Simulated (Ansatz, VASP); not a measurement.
**Two plane-wave programs on ZnCu**

```xyz
2
Lattice="2.9450 0.0000 0.0000 0.0000 2.9450 0.0000 0.0000 0.0000 2.9450" Properties=species:S:1:pos:R:3 pbc="T T T"
Zn    1.4292    1.4292    1.4292
Cu    0.0000    0.0000    0.0000
```

Change from the starting cell: all Zn atoms moved +0.075 Å, as atom 1 towards its neighbour atom 2 (Cu) at 2.550 Å.

Alike in both runs: task single point; functional LDA; k mesh 16 × 16 × 16; occupations gaussian, width 0.15 eV; no spin polarisation.

```csv
,VASP,Ansatz
version,VASP 6.6.1,Ansatz 0.2.0
potentials or method,"VASP PAW LDA potentials, release 64 (Zn, Cu), cutoff 520 eV","scalar-relativistic, plane waves, PAW"
valence electrons in the cell,23,31
```

VASP gave:

* gap on the k mesh at the Fermi level (eV): none
* pressure (GPa): -8.4
* traceless stress, the component that is largest in VASP (GPa): 0.21
* rms of the force components (eV/Å): 0.175

Estimate Ansatz's values.

gap on the k mesh at the Fermi level (eV): none; pressure (GPa): -9.6; traceless stress, the component that is largest in VASP (GPa): 0.20; rms of the force components (eV/Å): 0.171.

LDA's correlation is that of Perdew and Zunger in VASP and of Perdew and Wang (1992) in Ansatz. Atom by atom the forces differ by 0.004 eV/Å (rms over components). A gap of «none» marks a metal or a gap that the smearing closes. VASP's potentials hold 23 valence electrons a cell and Ansatz's 31, so a difference there can come from the potentials and not from the codes.
